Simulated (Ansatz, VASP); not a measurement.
# One calculation of NaH, two programs

File INCAR:

```
SYSTEM = NaH
PREC = Accurate
ENCUT = 600
EDIFF = 1E-6
ISMEAR = 0
SIGMA = 0.02
LREAL = .FALSE.
LASPH = .TRUE.
NELM = 100
ALGO = Normal
ISIF = 3
LWAVE = .FALSE.
LCHARG = .FALSE.
GGA = CA
IBRION = 2
NSW = 80
EDIFFG = -0.01
```

KPOINTS

```
regular mesh
0
G
  8 8 8
  0 0 0
```

Contents of POSCAR:

```
NaH
1.0
    0.0000000000      2.4496831263      2.4496831263
    2.4496831263      0.0000000000      2.4496831263
    2.4496831263      2.4496831263      0.0000000000
Na H
1 1
Direct
    0.0000000000      0.0000000000      0.0000000000
    0.5000000000      0.5000000000      0.5000000000
```

Input for Ansatz:

```yaml
crystal:
  lattice:
    - [0.0, 2.4496831263, 2.4496831263]
    - [2.4496831263, 0.0, 2.4496831263]
    - [2.4496831263, 2.4496831263, 0.0]
  atoms:
    - { symbol: Na, position: [0.0, 0.0, 0.0] }
    - { symbol: H, position: [0.5, 0.5, 0.5] }
basis:
  ecutwfc: 420
kpoints:
  mp_grid: { grid: [8, 8, 8] }
hamiltonian:
  xc: lda
scf:
  occupations: { method: gaussian, width: 0.02 }
output:
  forces: true
  stress: true
  eigenvalues: true
relax:
  adjacent_minimum: "off"
  f_tol: 0.01
  max_steps: 60
  cell: { stress_tol: 0.1 }
```

Alike in both runs: task relaxation of cell and atoms; functional LDA; k mesh 8 × 8 × 8; occupations gaussian, width 0.02 eV; no spin polarisation.

|  | VASP | Ansatz |
| --- | --- | --- |
| version | VASP 6.6.1 | Ansatz 0.2.0 |
| potentials or method | VASP PAW LDA potentials, release 64 (Na_pv, H), cutoff 600 eV | scalar-relativistic, plane waves, PAW |
| valence electrons in the cell | 8 | 10 |

VASP gave:

| Item | Value |
| --- | --- |
| gap on the k mesh at the Fermi level, each at its own relaxed structure (eV) | 3.55 |
| relaxed volume (Å³/atom) | 12.88 |
| relaxed cell length with the largest relative difference (Å) | 3.315 |

Which values does Ansatz return?

gap on the k mesh at the Fermi level, each at its own relaxed structure (eV): 3.55; relaxed volume (Å³/atom): 12.91; relaxed cell length with the largest relative difference (Å): 3.317.

LDA's correlation is that of Perdew and Zunger in VASP and of Perdew and Wang (1992) in Ansatz. VASP's potentials hold 8 valence electrons a cell and Ansatz's 10, so a difference there can come from the potentials and not from the codes.
